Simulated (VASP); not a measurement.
# Al2Au (Fm-3m) in VASP: further runs

The runs below take Al2Au through single point, with r2SCAN.

Everything below comes from runs of VASP 6.6.1. Logs are shortened: lines on timing, memory, paths and dates and some standing lists are left out, and cuts for length are marked.

## Step 1: The cell of the first run

Symmetry: Fm-3m, No. 225, cubic system. Conventional cell: a = 6.000 Å, b = 6.000 Å, c = 6.000 Å, α = 90.00°, β = 90.00°, γ = 90.00°. Au (site symmetry m-3m) has 8 Al at 2.60 Å within 3.4 Å. Al (site symmetry -43m) has 4 Au at 2.60 Å and 6 Al at 3.00 Å within 3.4 Å.

## Step 2: Single point, r2SCAN

Contents of POSCAR:

```
Al2Au
1.0
    0.0000000000      3.0000000000      3.0000000000
    3.0000000000      0.0000000000      3.0000000000
    3.0000000000      3.0000000000      0.0000000000
Au Al
1 2
Direct
    0.0000000000      0.0000000000      0.0000000000
    0.7500000000      0.7500000000      0.7500000000
    0.2500000000      0.2500000000      0.2500000000
```

Contents of INCAR.step1:

```
SYSTEM = Al2Au
ALGO = Normal
EDIFF = 1E-4
ENCUT = 520
GGA = PE
ISMEAR = -1
LASPH = .True.
LCHARG = .False.
LREAL = .False.
LWAVE = .True.
NBANDS = 16
NELM = 60
PREC = Accurate
SIGMA = 0.05
```

Contents of INCAR.step2:

```
SYSTEM = Al2Au
ALGO = Normal
EDIFF = 1E-6
ENCUT = 520
ISIF = 2
ISMEAR = -1
ISTART = 1
LASPH = .True.
LCHARG = .False.
LMIXTAU = .True.
LREAL = .False.
LWAVE = .False.
METAGGA = R2SCAN
NBANDS = 16
NELM = 60
PREC = Accurate
SIGMA = 0.05
```

Contents of KPOINTS:

```
k-points
0
Gamma
  8 8 8
  0 0 0
```

Potentials or basis: VASP PAW PBE potentials, release 64 (Au, Al).

Run with:

```sh
$ cat potpaw_PBE.64/Au/POTCAR potpaw_PBE.64/Al/POTCAR > POTCAR
$ cp INCAR.step1 INCAR
$ mpirun -np 1 vasp_std > vasp.out
$ cp INCAR.step2 INCAR
$ mpirun -np 1 vasp_std > vasp.out
```

OUTCAR:

```text
SYSTEM = Al2Au
   EDIFF = 1E-6
   ENCUT = 520
   ISIF = 2
   ISMEAR = -1
   ISTART = 1
   LASPH = .True.
   LREAL = .False.
   METAGGA = R2SCAN
   NELM = 60
   PREC = Accurate

 ion  position               nearest neighbor table
   1  0.000  0.000  0.000-   2 2.60   2 2.60   2 2.60   2 2.60   3 2.60   3 2.60   3 2.60   3 2.60

   2  0.750  0.750  0.750-   1 2.60   1 2.60   1 2.60   1 2.60   3 3.00   3 3.00   3 3.00   3 3.00
                             3 3.00   3 3.00
   3  0.250  0.250  0.250-   1 2.60   1 2.60   1 2.60   1 2.60   2 3.00   2 3.00   2 3.00   2 3.00
                             2 3.00   2 3.00

  LATTYP: Found a face centered cubic cell.
 ALAT       =     6.0000000000

  Lattice vectors:

 A1 = (   0.0000000000,   3.0000000000,   3.0000000000)
 A2 = (   3.0000000000,   0.0000000000,   3.0000000000)
 A3 = (   3.0000000000,   3.0000000000,   0.0000000000)

Analysis of symmetry for initial positions (statically):
=====================================================================
 Subroutine PRICEL returns:
 Original cell was already a primitive cell.

 Routine SETGRP: Setting up the symmetry group for a
 face centered cubic supercell.

 Subroutine GETGRP returns: Found 48 space group operations
 (whereof 48 operations were pure point group operations)
 out of a pool of 48 trial point group operations.

The static configuration has the point symmetry O_h .

Analysis of symmetry for dynamics (positions and initial velocities):
=====================================================================
 Subroutine PRICEL returns:
 Original cell was already a primitive cell.

 Routine SETGRP: Setting up the symmetry group for a
 face centered cubic supercell.

 Subroutine GETGRP returns: Found 48 space group operations
 (whereof 48 operations were pure point group operations)
 out of a pool of 48 trial point group operations.

The dynamic configuration has the point symmetry O_h .

 Subroutine INISYM returns: Found 48 space group operations
 (whereof 48 operations are pure point group operations),
 and found     1 'primitive' translations

----------------------------------------------------------------------------------------

                                     Primitive cell

  volume of cell :      54.0000

  direct lattice vectors                    reciprocal lattice vectors
     0.000000000  3.000000000  3.000000000    -0.166666667  0.166666667  0.166666667
     3.000000000  0.000000000  3.000000000     0.166666667 -0.166666667  0.166666667
     3.000000000  3.000000000  0.000000000     0.166666667  0.166666667 -0.166666667

  length of vectors
     4.242640687  4.242640687  4.242640687     0.288675135  0.288675135  0.288675135

  position of ions in fractional coordinates (direct lattice)
     0.000000000  0.000000000  0.000000000
     0.750000000  0.750000000  0.750000000
     0.250000000  0.250000000  0.250000000

  ion indices of the primitive-cell ions
   primitive index   ion index
                 1           1
                 2           2
                 3           3

----------------------------------------------------------------------------------------

 KPOINTS: k-points

Automatic generation of k-mesh.
 Grid dimensions read from file:
 generate k-points for:    8    8    8

 Generating k-lattice:

  Cartesian coordinates                     Fractional coordinates (reciprocal lattice)
    -0.020833333  0.020833333  0.020833333     0.125000000  0.000000000  0.000000000
     0.020833333 -0.020833333  0.020833333     0.000000000  0.125000000  0.000000000
     0.020833333  0.020833333 -0.020833333     0.000000000  0.000000000  0.125000000

  Length of vectors
     0.036084392  0.036084392  0.036084392

  Shift w.r.t. Gamma in fractional coordinates (k-lattice)
     0.000000000  0.000000000  0.000000000

 Subroutine IBZKPT returns following result:
 ===========================================

 Found     29 irreducible k-points:

 Following reciprocal coordinates:
            Coordinates               Weight
  0.000000  0.000000  0.000000      1.000000
  0.125000  0.000000  0.000000      8.000000
  0.250000  0.000000  0.000000      8.000000
  0.375000  0.000000  0.000000      8.000000
  0.500000  0.000000  0.000000      4.000000
  0.125000  0.125000  0.000000      6.000000
[... 16 lines left out ...]
  0.500000  0.250000  0.125000     48.000000
 -0.375000  0.250000  0.125000     24.000000
 [... further k-points ...]
   k-points           NKPTS =     29   k-points in BZ     NKDIM =     29   number of bands    NBANDS=     16
   number of dos      NEDOS =    301   number of ions     NIONS =      3
   total plane-waves  NPLWV =  32768
   dimension x,y,z NGX =    32 NGY =   32 NGZ =   32
   dimension x,y,z NGXF=    64 NGYF=   64 NGZF=   64
   ions per type =               1   2
   NGX,Y,Z   is equivalent  to a cutoff of  12.54, 12.54, 12.54 a.u.
   NGXF,Y,Z  is equivalent  to a cutoff of  25.08, 25.08, 25.08 a.u.
 SYSTEM =  Al2Au
   PREC   = accura    normal or accurate (medium, high low for compatibility)
   ISTART =      1    job   : 0-new  1-cont  2-samecut
   ICHARG =      0    charge: 1-file 2-atom 10-const
   ISPIN  =      1    spin polarized calculation?
   LNONCOLLINEAR =      F non collinear calculations
   LSORBIT =      F    spin-orbit coupling
   LASPH  =      T    aspherical Exc in radial PAW
   ENCUT  =  520.0 eV  38.22 Ry    6.18 a.u.   7.89  7.89  7.89*2*pi/ulx,y,z
   NELM   =     60;   NELMIN=  2; NELMDL=  0     # of ELM steps
   EDIFF  = 0.1E-05   stopping-criterion for ELM
   LREAL  =      F    real-space projection
   EDIFFG = 0.1E-04   stopping-criterion for IOM
   NSW    =      0    number of steps for IOM
   IBRION =     -1    ionic relax: 0-MD 1-quasi-New 2-CG
   NFREE  =      0    steps in history (QN), initial steepest desc. (CG)
   ISIF   =      2    stress and relaxation
   ISYM   =      2    0-nonsym 1-usesym 2-fastsym
   POTIM  = 0.5000    time-step for ionic-motion
   TEBEG  =    0.0;   TEEND  =   0.0 temperature during run
   PSTRESS=    0.0 pullay stress
   NELECT =      17.0000    total number of electrons
   NUPDOWN=      -1.0000    fix difference up-down
   EMIN   =  10.00;   EMAX   =-10.00  energy-range for DOS
   EFERMI =   0.00;   METHOD = LEGACY
   ISMEAR =    -1;   SIGMA  =   0.05  broadening in eV -4-tet -1-fermi 0-gaus
   EFERMI_NEDOS =   21; number of points for ismear=-14 and -15
   IALGO  =     38    algorithm
   IMIX   =      4    mixing-type and parameters
     AMIX     =   0.40;   BMIX     =  1.00
     AMIX_MAG =   1.60;   BMIX_MAG =  1.00
  volume/ion in A,a.u.               =      18.00       121.47
  Fermi-wavevector in a.u.,A,eV,Ry     =   1.113679  2.104547 16.875035  1.240280
  Thomas-Fermi vector in A             =   2.250266
   LORBIT       =      0    0 simple, 1 ext, 2 COOP (PROOUT), +10 PAW based schemes
   METAGGA = R2SCAN    functional components
   LHFCALC =     F    Hartree Fock is set to
   AEXX    =    0.0000 exact exchange contribution
   IVDW    =     0    specifies the selected vdW correction
   LEPSILON=     F    determine dielectric tensor
   LRPA    =     F    only Hartree local field effects (RPA)
 non-spin polarized calculation
  energy-cutoff  :      520.00
  volume of cell :       54.00
 maximum number of plane-waves:      1475
   NGX = 15   NGY = 15   NGZ = 15

 number of electron      17.0000001 magnetization

 Free energy of the ion-electron system (eV)
  ---------------------------------------------------
  ext. energy  EPLUGINS =         0.00000000
  ---------------------------------------------------
  free energy    TOTEN  =       -65.55619002 eV

  energy without entropy =      -65.54947559  energy(sigma->0) =      -65.55283280

 E-fermi :   7.7278     XC(G=0): -11.2722

 val. band max:        7.6202755223   @ k =   0.3750   0.1250   0.0000
 cond. band min:       7.7591341383   @ k =   0.3750   0.1250   0.0000
 fundamental gap:      0.1388586160
 Fermi energy:         7.7278429647

 k-point     1 :       0.0000    0.0000    0.0000
  band No.  band energies     occupation
      1      -3.3864      2.00000
      2       0.7651      2.00000
      3       0.7651      2.00000
      4       0.7651      2.00000
      5       1.7673      2.00000
      6       1.7673      2.00000
[... 8 lines left out ...]
     15      13.9923      0.00000
     16      13.9923      0.00000

 k-point     2 :       0.1250    0.0000    0.0000
  band No.  band energies     occupation
      1      -3.1709      2.00000
      2       0.7029      2.00000
      3       0.8189      2.00000
      4       0.8189      2.00000
      5       1.7580      2.00000
      6       1.7580      2.00000
[... 8 lines left out ...]
     15      13.5191      0.00000
     16      13.6573      0.00000

 k-point     3 :       0.2500    0.0000    0.0000
  band No.  band energies     occupation
      1      -2.5556      2.00000
      2       0.5853      2.00000
      3       0.9323      2.00000
      4       0.9323      2.00000
      5       1.7689      2.00000
      6       1.7689      2.00000
[... 8 lines left out ...]
     15      14.4361      0.00000
     16      14.7805      0.00000

 k-point     4 :       0.3750    0.0000    0.0000
  band No.  band energies     occupation
      1      -1.7078      2.00000
      2       0.6160      2.00000
      3       1.0062      2.00000
      4       1.0062      2.00000
      5       1.8483      2.00000
      6       1.8483      2.00000
[... 8 lines left out ...]
     15      16.0515      0.00000
     16      16.4971      0.00000

 k-point     5 :       0.5000    0.0000    0.0000
  band No.  band energies     occupation
      1      -1.2313      2.00000
      2       0.9830      2.00000
      3       1.0223      2.00000
      4       1.0223      2.00000
      5       1.9064      2.00000
      6       1.9064      2.00000
[... 8 lines left out ...]
     15      17.0796      0.00000
     16      18.2893      0.00000

 k-point     6 :       0.1250    0.1250    0.0000
  band No.  band energies     occupation
      1      -3.0973      2.00000
      2       0.6550      2.00000
      3       0.8549      2.00000
      4       0.8549      2.00000
      5       1.6872      2.00000
      6       1.8138      2.00000
[... 8 lines left out ...]
     15      14.3306      0.00000
     16      14.3306      0.00000
[... 267 lines left out ...]
 k-point    21 :       0.5000    0.5000    0.0000
  band No.  band energies     occupation
      1       0.0701      2.00000
      2       0.2339      2.00000
      3       1.2269      2.00000
      4       1.6351      2.00000
      5       1.6351      2.00000
      6       2.0977      2.00000
[... 8 lines left out ...]
     15      18.7345      0.00000
     16      18.7345      0.00000

 k-point    22 :       0.3750    0.2500    0.1250
  band No.  band energies     occupation
      1      -2.0010      2.00000
      2       0.4145      2.00000
      3       1.0563      2.00000
      4       1.1205      2.00000
      5       1.5964      2.00000
      6       1.9234      2.00000
[... 8 lines left out ...]
     15      15.5908      0.00000
     16      17.0766      0.00000

 k-point    23 :       0.5000    0.2500    0.1250
  band No.  band energies     occupation
      1      -1.1491      2.00000
      2       0.3871      2.00000
      3       1.0723      2.00000
      4       1.2450      2.00000
      5       1.7426      2.00000
      6       1.9196      2.00000
[... 8 lines left out ...]
     15      16.8045      0.00000
     16      17.8239      0.00000

 k-point    24 :      -0.3750    0.2500    0.1250
  band No.  band energies     occupation
      1      -0.6661      2.00000
      2       0.5334      2.00000
      3       1.1450      2.00000
      4       1.2737      2.00000
      5       1.6940      2.00000
      6       1.9702      2.00000
[... 8 lines left out ...]
     15      15.9514      0.00000
     16      18.5070      0.00000

 [... further k-points ...]

------------------------ aborting loop because EDIFF is reached ----------------------------------------

  FORCE on cell =-STRESS in cart. coord.  units (eV):
  Direction    XX          YY          ZZ          XY          YZ          ZX
  --------------------------------------------------------------------------------------
  -------------------------------------------------------------------------------------
  Total        0.0435042      0.0435042      0.0435042     -0.0000000      0.0000000      0.0000000
  in kB        1.2907682      1.2907682      1.2907682     -0.0000000      0.0000000      0.0000000
  external PRESSURE =       1.2907682 kB  Pullay stress =       0.0000000 kB

 VOLUME and BASIS-vectors are now :
 -----------------------------------------------------------------------------
  energy-cutoff  :      520.00
  volume of cell :       54.00
      direct lattice vectors                 reciprocal lattice vectors
     0.000000000  3.000000000  3.000000000    -0.166666667  0.166666667  0.166666667
     3.000000000  0.000000000  3.000000000     0.166666667 -0.166666667  0.166666667
     3.000000000  3.000000000  0.000000000     0.166666667  0.166666667 -0.166666667

 POSITION                                       TOTAL-FORCE (eV/Angst)
 -----------------------------------------------------------------------------------
      0.00000      0.00000      0.00000        -0.000000     -0.000000     -0.000000
      4.50000      4.50000      4.50000        -0.000000      0.000000      0.000000
      1.50000      1.50000      1.50000         0.000000     -0.000000      0.000000
 -----------------------------------------------------------------------------------
    total drift:                                0.000000     -0.000000      0.000000

  FREE ENERGIE OF THE ION-ELECTRON SYSTEM (eV)
  ---------------------------------------------------
  free  energy   TOTEN  =       -65.5561900164 eV

  energy  without entropy=      -65.5494755889  energy(sigma->0) =      -65.55283280
```

It took 2.5 min on 1 thread of Intel Xeon 8259CL, shared host; peak memory 0.19 GiB.

Results:

| Quantity | Value |
| --- | --- |
| Free energy | -65.5562 eV |
| Pressure | 0.1 GPa |
| Band gap on the k mesh | zero (an odd number of electrons rules out a gap without spin polarisation) |

Caveat: the PAW data sets were made with another functional, which shifts forces and pressure a little; spin-orbit coupling is left out, which moves the levels of the heavy elements.

(Continued in part 2 of 2.)

The gap in the log of VASP goes by the Fermi energy; the results here count the filled bands.